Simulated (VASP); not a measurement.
# Mg8HO8 (a cell with a defect) in VASP: single point with PBE

Aim: the single point of Mg8HO8 (a cell with a defect) with PBE.

Program: VASP 6.6.1. These are calculated values, not measurements. Logs are shortened: lines on timing, memory, paths and dates and some standing lists are left out, and cuts for length are marked.

### Step 1. The cell of the first run

The cell holds a defect, 17 atoms: a = 5.932 Å, b = 5.932 Å, c = 5.932 Å, α = 60.00°, β = 60.00°, γ = 60.00°.

### Step 2. Single point, PBE

INCAR reads:

```
SYSTEM = Mg8HO8
PREC = Accurate
ENCUT = 520
EDIFF = 1E-7
ISMEAR = 0
SIGMA = 0.02
LREAL = Auto
LASPH = .True.
NELM = 60
ALGO = Normal
ISIF = 2
LWAVE = .False.
LCHARG = .False.
GGA = PE
NBANDS = 46
NELECT = 64.0
```

KPOINTS reads:

```
Automatic mesh
0
Gamma
  2 2 2
  0 0 0
```

POSCAR reads:

```
Mg8HO8
1.0
    0.0000000000      4.1948000000      4.1948000000
    4.1948000000      0.0000000000      4.1948000000
    4.1948000000      4.1948000000      0.0000000000
Mg O H
8 8 1
Direct
    0.0055938305     -0.0050955945     -0.0089479832
   -0.0001064413      0.0035681081      0.4899433823
   -0.0010840803      0.4937316439      0.0003362496
   -0.0001952417      0.4931736912      0.4898009440
    0.4939722990      0.0160811004      0.0093992562
    0.4928227806      0.0080985983      0.4774117956
    0.4944758987      0.4652349337      0.0101393392
    0.5001518547      0.4974558978      0.4916684943
    0.2414481024      0.2478724850      0.2487147182
    0.2508832364      0.2478082388      0.7425753314
    0.2587047058      0.7470841280      0.2331149280
    0.2512417755      0.7451683036      0.7428010871
    0.7501926194      0.2437036331      0.2437885000
    0.7500865357      0.2456517593      0.7446197673
    0.7500225279      0.7489893439      0.2434787117
    0.7350539954      0.7500566177      0.7505972871
    0.5319800706      0.8045236960      0.8430430533
```

Potentials or basis: VASP PAW PBE potentials, release 64 (Mg, O, H).

Command:

```sh
$ cat potpaw_PBE.64/Mg/POTCAR potpaw_PBE.64/O/POTCAR potpaw_PBE.64/H/POTCAR > POTCAR
$ mpirun -np 1 vasp_std > vasp.out
```

OUTCAR:

```text
SYSTEM = Mg8HO8
   PREC = Accurate
   ENCUT = 520
   EDIFF = 1E-7
   ISMEAR = 0
   LREAL = Auto
   LASPH = .True.
   NELM = 60
   ISIF = 2
   GGA = PE
   NELECT = 64.0

 ion  position               nearest neighbor table
   1  0.006  0.995  0.991-  11 2.08  12 2.09  10 2.09  15 2.10  13 2.10  14 2.11   7 2.92   5 2.92
                             2 2.96   4 2.97   6 2.97   3 2.97   3 2.97   4 2.97   2 2.97   6 2.97
   2  1.000  0.004  0.490-   9 2.04  13 2.08  14 2.08  12 2.12  11 2.15  16 2.17   5 2.89   6 2.90
                             4 2.90   3 2.91   8 2.95   1 2.96   1 2.97   8 2.99   3 3.03   4 3.03
   3  0.999  0.494  0.000-   9 2.06  15 2.09  13 2.09  10 2.11  12 2.11  16 2.15   7 2.89   5 2.89
                             4 2.90   2 2.91   8 2.94   1 2.97   1 2.97   8 3.00   2 3.03   4 3.03
   4  1.000  0.493  0.490-   9 2.04  15 2.08  14 2.09  10 2.11  11 2.15  16 2.17   7 2.89   6 2.90
                             2 2.90   3 2.90   8 2.95   1 2.97   1 2.97   8 2.99   3 3.03   2 3.03
   5  0.494  0.016  0.009-  17 1.83   9 1.98  14 2.04  15 2.06  11 2.12  10 2.14  16 2.21   7 2.67
                             6 2.75   3 2.89   2 2.89   1 2.92   8 2.97   8 2.97   1 3.02   2 3.04
   6  0.493  0.008  0.477-  17 1.95   9 2.01  13 2.07  15 2.07  12 2.12  10 2.12  16 2.16   7 2.74
                             5 2.75   2 2.90   4 2.90   1 2.97   8 2.97   8 2.97   1 2.97   4 3.03
   7  0.494  0.465  0.010-  17 1.82   9 1.98  14 2.04  13 2.06  11 2.13  12 2.15  16 2.21   5 2.67
                             6 2.74   3 2.89   4 2.89   1 2.92   8 2.97   8 2.97   1 3.03   4 3.05
   8  0.500  0.497  0.492-  12 2.09  10 2.09  11 2.10  15 2.10  13 2.10  14 2.11   3 2.94   4 2.95
                             2 2.95   6 2.97   5 2.97   6 2.97   7 2.97   5 2.97   7 2.97   2 2.99
   9  0.241  0.248  0.249-   7 1.98   5 1.98   6 2.01   2 2.04   4 2.04   3 2.06
  10  0.251  0.248  0.743-   1 2.09   8 2.09   3 2.11   4 2.11   6 2.12   5 2.14
  11  0.259  0.747  0.233-   1 2.08   8 2.10   5 2.12   7 2.13   4 2.15   2 2.15
  12  0.251  0.745  0.743-   1 2.09   8 2.09   3 2.11   2 2.12   6 2.12   7 2.15
  13  0.750  0.244  0.244-   7 2.06   6 2.07   2 2.08   3 2.09   1 2.10   8 2.10
  14  0.750  0.246  0.745-   7 2.04   5 2.04   2 2.08   4 2.09   1 2.11   8 2.11
  15  0.750  0.749  0.243-   5 2.06   6 2.07   4 2.08   3 2.09   8 2.10   1 2.10
  16  0.735  0.750  0.751-  17 0.99   3 2.15   6 2.16   4 2.17   2 2.17   5 2.21   7 2.21
  17  0.532  0.805  0.843-  16 0.99   7 1.82   5 1.83   6 1.95

  LATTYP: Found a face centered cubic cell.
 ALAT       =     8.3896000000

  Lattice vectors:

 A1 = (   0.0000000000,   4.1948000000,   4.1948000000)
 A2 = (   4.1948000000,   0.0000000000,   4.1948000000)
 A3 = (   4.1948000000,   4.1948000000,   0.0000000000)

Analysis of symmetry for initial positions (statically):
=====================================================================
 Subroutine PRICEL returns:
 Original cell was already a primitive cell.

 Routine SETGRP: Setting up the symmetry group for a
 face centered cubic supercell.

 Subroutine GETGRP returns: Found  1 space group operations
 (whereof  1 operations were pure point group operations)
 out of a pool of 48 trial point group operations.

The static configuration has the point symmetry C_1 .

Analysis of symmetry for dynamics (positions and initial velocities):
=====================================================================
 Subroutine PRICEL returns:
 Original cell was already a primitive cell.

 Routine SETGRP: Setting up the symmetry group for a
 face centered cubic supercell.

 Subroutine GETGRP returns: Found  1 space group operations
 (whereof  1 operations were pure point group operations)
 out of a pool of 48 trial point group operations.

The dynamic configuration has the point symmetry C_1 .

 Subroutine INISYM returns: Found  1 space group operations
 (whereof  1 operations are pure point group operations),
 and found     1 'primitive' translations

----------------------------------------------------------------------------------------

                                     Primitive cell

  volume of cell :     147.6263

  direct lattice vectors                    reciprocal lattice vectors
     0.000000000  4.194800000  4.194800000    -0.119195194  0.119195194  0.119195194
     4.194800000  0.000000000  4.194800000     0.119195194 -0.119195194  0.119195194
     4.194800000  4.194800000  0.000000000     0.119195194  0.119195194 -0.119195194

  length of vectors
     5.932343051  5.932343051  5.932343051     0.206452132  0.206452132  0.206452132

  position of ions in fractional coordinates (direct lattice)
     0.005593830  0.994904406  0.991052017
     0.999893559  0.003568108  0.489943382
     0.998915920  0.493731644  0.000336250
[... 47 lines left out ...]
     0.059597597 -0.059597597  0.059597597     0.000000000  0.500000000  0.000000000
     0.059597597  0.059597597 -0.059597597     0.000000000  0.000000000  0.500000000

  Length of vectors
     0.103226066  0.103226066  0.103226066

  Shift w.r.t. Gamma in fractional coordinates (k-lattice)
     0.000000000  0.000000000  0.000000000

 Subroutine IBZKPT returns following result:
 ===========================================

 Found      8 irreducible k-points:

 Following reciprocal coordinates:
            Coordinates               Weight
  0.000000  0.000000  0.000000      1.000000
  0.500000  0.000000  0.000000      1.000000
  0.000000  0.500000  0.000000      1.000000
  0.000000  0.000000  0.500000      1.000000
  0.500000  0.500000  0.500000      1.000000
  0.500000  0.500000  0.000000      1.000000
  0.000000  0.500000  0.500000      1.000000
  0.500000  0.000000  0.500000      1.000000
   k-points           NKPTS =      8   k-points in BZ     NKDIM =      8   number of bands    NBANDS=     46
   number of dos      NEDOS =    301   number of ions     NIONS =     17
   total plane-waves  NPLWV = 110592
   dimension x,y,z NGX =    48 NGY =   48 NGZ =   48
   dimension x,y,z NGXF=    96 NGYF=   96 NGZF=   96
   ions per type =               8   8   1
   NGX,Y,Z   is equivalent  to a cutoff of  13.45, 13.45, 13.45 a.u.
   NGXF,Y,Z  is equivalent  to a cutoff of  26.90, 26.90, 26.90 a.u.
 SYSTEM =  Mg8HO8
   PREC   = accura    normal or accurate (medium, high low for compatibility)
   ISTART =      0    job   : 0-new  1-cont  2-samecut
   ICHARG =      2    charge: 1-file 2-atom 10-const
   ISPIN  =      1    spin polarized calculation?
   LNONCOLLINEAR =      F non collinear calculations
   LSORBIT =      F    spin-orbit coupling
   LASPH  =      T    aspherical Exc in radial PAW
   ENCUT  =  520.0 eV  38.22 Ry    6.18 a.u.  11.03 11.03 11.03*2*pi/ulx,y,z
   NELM   =     60;   NELMIN=  2; NELMDL= -5     # of ELM steps
   EDIFF  = 0.1E-06   stopping-criterion for ELM
   LREAL  =      T    real-space projection
   EDIFFG = 0.1E-05   stopping-criterion for IOM
   NSW    =      0    number of steps for IOM
   IBRION =     -1    ionic relax: 0-MD 1-quasi-New 2-CG
   NFREE  =      0    steps in history (QN), initial steepest desc. (CG)
   ISIF   =      2    stress and relaxation
   ISYM   =      2    0-nonsym 1-usesym 2-fastsym
   POTIM  = 0.5000    time-step for ionic-motion
   TEBEG  =    0.0;   TEEND  =   0.0 temperature during run
   PSTRESS=    0.0 pullay stress
   NELECT =      64.0000    total number of electrons
   NUPDOWN=      -1.0000    fix difference up-down
   EMIN   =  10.00;   EMAX   =-10.00  energy-range for DOS
   EFERMI =   0.00;   METHOD = LEGACY
   ISMEAR =     0;   SIGMA  =   0.02  broadening in eV -4-tet -1-fermi 0-gaus
   EFERMI_NEDOS =   21; number of points for ismear=-14 and -15
   IALGO  =     38    algorithm
   IMIX   =      4    mixing-type and parameters
     AMIX     =   0.40;   BMIX     =  1.00
     AMIX_MAG =   1.60;   BMIX_MAG =  1.00
  volume/ion in A,a.u.               =       8.68        58.60
  Fermi-wavevector in a.u.,A,eV,Ry     =   1.239025  2.341419 20.887448  1.535184
  Thomas-Fermi vector in A             =   2.373526
   LORBIT       =      0    0 simple, 1 ext, 2 COOP (PROOUT), +10 PAW based schemes
   GGA     = PE    functional components
   LHFCALC =     F    Hartree Fock is set to
   AEXX    =    0.0000 exact exchange contribution
   IVDW    =     0    specifies the selected vdW correction
   LEPSILON=     F    determine dielectric tensor
   LRPA    =     F    only Hartree local field effects (RPA)
 non-spin polarized calculation
 Gauss-broadening in eV      SIGMA  =   0.02
  energy-cutoff  :      520.00
  volume of cell :      147.63
 maximum number of plane-waves:      3996
 NGX is ok and might be reduce to    48
   NGX = 23   NGY = 23   NGZ = 23

 number of electron      64.0000005 magnetization

 Free energy of the ion-electron system (eV)
  ---------------------------------------------------
  ext. energy  EPLUGINS =         0.00000000
  ---------------------------------------------------
  free energy    TOTEN  =      -102.09463417 eV

  energy without entropy =     -102.09463417  energy(sigma->0) =     -102.09463417

 E-fermi :   3.5746     XC(G=0): -11.1111

 val. band max:        3.4173769641   @ k =   0.0000   0.0000   0.0000
 cond. band min:       7.7535092183   @ k =   0.0000   0.0000   0.0000
 fundamental gap:      4.3361322541
 Fermi energy:         3.5746054388

 k-point     1 :       0.0000    0.0000    0.0000
  band No.  band energies     occupation
      1     -16.4736      2.00000
      2     -13.6631      2.00000
      3     -12.7397      2.00000
      4     -12.4663      2.00000
      5     -12.3815      2.00000
      6     -12.3751      2.00000
[... 365 lines left out ...]
     43      15.0028      0.00000
     44      15.0728      0.00000
 [bands above 44 left out]

------------------------ aborting loop because EDIFF is reached ----------------------------------------

  FORCE on cell =-STRESS in cart. coord.  units (eV):
  Direction    XX          YY          ZZ          XY          YZ          ZX
  --------------------------------------------------------------------------------------
  -------------------------------------------------------------------------------------
  Total        2.2795027      1.0815409      2.3410404      1.5405899     -1.6005162      2.9489179
  in kB       24.7392726     11.7378824     25.4071361     16.7199072    -17.3702829     32.0043854
  external PRESSURE =      20.6280970 kB  Pullay stress =       0.0000000 kB

 VOLUME and BASIS-vectors are now :
 -----------------------------------------------------------------------------
  energy-cutoff  :      520.00
  volume of cell :      147.63
      direct lattice vectors                 reciprocal lattice vectors
     0.000000000  4.194800000  4.194800000    -0.119195194  0.119195194  0.119195194
     4.194800000  0.000000000  4.194800000     0.119195194 -0.119195194  0.119195194
     4.194800000  4.194800000  0.000000000     0.119195194  0.119195194 -0.119195194

 POSITION                                       TOTAL-FORCE (eV/Angst)
 -----------------------------------------------------------------------------------
      8.33069      4.18073      4.19689         0.016721     -0.000077     -0.022313
      2.07018      6.24957      4.20932         0.005200     -0.003755      0.002940
      2.07252      4.19166      6.26136         0.007742      0.026580     -0.017584
      4.12338      6.24860      6.26275        -0.009384     -0.001317     -0.010487
      0.10688      2.11154      2.13957         0.054035      0.001703     -0.039098
      2.03662      4.06994      2.10127        -0.006896     -0.054447      0.003003
[... 9 lines left out ...]
      6.29494      6.23201      6.22974        -0.141031      0.103152      0.153059
      6.91121      5.76795      5.60637        -0.112025     -0.103439      0.129788
 -----------------------------------------------------------------------------------
    total drift:                               -0.005638      0.013872      0.005839

  FREE ENERGIE OF THE ION-ELECTRON SYSTEM (eV)
  ---------------------------------------------------
  free  energy   TOTEN  =      -102.0946341722 eV

  energy  without entropy=     -102.0946341722  energy(sigma->0) =     -102.09463417
```

It took 1.7 min on 1 thread of Intel Xeon Platinum 8559C (Emerald Rapids), shared host; peak memory 0.33 GiB.

What came out:

| Quantity | Value |
| --- | --- |
| Free energy | -102.0946 eV |
| Largest force | 0.232 eV/Å |

Forces in eV/Å, atoms in the order of the input:
```
Mg   0.017  0.000 -0.022
Mg   0.005 -0.004  0.003
Mg   0.008  0.027 -0.018
Mg  -0.009 -0.001 -0.010
Mg   0.054  0.002 -0.039
Mg  -0.007 -0.054  0.003
Mg   0.055 -0.021 -0.037
Mg   0.005  0.004 -0.016
O    0.028 -0.012 -0.023
O   -0.016  0.035 -0.022
O    0.064  0.025 -0.063
O    0.013  0.030  0.009
O    0.011 -0.019 -0.008
O    0.022  0.002 -0.022
O    0.003 -0.012 -0.018
O   -0.141  0.103  0.153
H   -0.112 -0.103  0.130
```

Caveat: the k points lie up to 0.65 Å⁻¹ apart; the cell carries a net charge on a neutralising background, which shifts energy and pressure; the cell is charged against a uniform background, so pressure and absolute levels hang on convention.
